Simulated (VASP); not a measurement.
Here is a VASP 6.6.1 calculation.

The input INCAR:

```
SYSTEM = SnTe
PREC     = Accurate       ! precision mode
ENCUT    = 500            ! plane-wave cutoff, eV
EDIFF    = 1E-6           ! SCF threshold, eV
ISMEAR   = 0              ! smearing method
SIGMA    = 0.01           ! smearing width, eV
LREAL    = .False.        ! projectors in reciprocal space
LASPH    = .True.         ! aspherical terms in the spheres
NELM     = 120            ! most SCF steps
ALGO     = Normal         ! electronic algorithm
ISIF     = 2              ! what is computed and relaxed
LWAVE    = .False.        ! write WAVECAR
LCHARG   = .True.         ! write CHGCAR
GGA      = PS             ! functional
LELF     = .True.         ! ELF
LVHAR    = .True.       
NBANDS   = 17             ! bands
GGA_COMPAT= .False.
```

Contents of KPOINTS:

```
Automatic mesh
0
Gamma
  3 3 3
  0 0 0
```

Contents of POSCAR:

```
SnTe
1.0
    0.0000000000      3.6111500000      3.6111500000
    3.6111500000      0.0000000000      3.6111500000
    3.6111500000      3.6111500000      0.0000000000
Sn Te
1 1
Direct
    0.0000000000      0.0000000000      0.0000000000
    0.7500000000      0.7500000000      0.7500000000
```

Potentials or basis: VASP PAW PBE potentials, release 64 (Sn_d, Te).

Launch:

```sh
$ cat potpaw_PBE.64/Sn_d/POTCAR potpaw_PBE.64/Te/POTCAR > POTCAR
$ mpirun -np 1 vasp_std > vasp.out
```

(1) Predict the pressure.

(2) Predict the band gap on the k mesh.

## Answers

(1) -2.2 GPa.

(2) 0.78 eV, indirect (least direct gap 0.94 eV).

Caveat: the k points lie up to 0.50 Å⁻¹ apart; the PAW data sets were made with another functional, which shifts forces and pressure a little; spin-orbit coupling is left out, which moves the levels of the heavy elements.
